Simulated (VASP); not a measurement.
Here is a VASP 6.6.1 calculation.

The input INCAR:

```
PREC = Accurate
ENCUT = 520
EDIFF = 1E-7
ISMEAR = -1
SIGMA = 0.05
LREAL = False
LASPH = True
NELM = 80
ALGO = Normal
ISIF = 2
LWAVE = False
LCHARG = True
GGA = PS
LELF = True
LVHAR = True
NBANDS = 8
```

File KPOINTS:

```
regular mesh
0
Gamma
  11 11 11
```

File POSCAR:

```
Al
1.0
    0.0000000000      1.8637506652      1.8637506652
    1.8637506652      0.0000000000      1.8637506652
    1.8637506652      1.8637506652      0.0000000000
Al
1
Direct
    0.0000000000      0.0000000000      0.0000000000
```

Potentials or basis: VASP PAW PBE potentials, release 64 (Al).

The run is started by

```sh
$ cat potpaw_PBE.64/Al/POTCAR > POTCAR
$ mpirun -np 1 vasp_std > vasp.out
```

Question: Predict the pressure.

Answer: 30.4 GPa.

Caveat: the PAW data sets were made with another functional, which shifts forces and pressure a little.
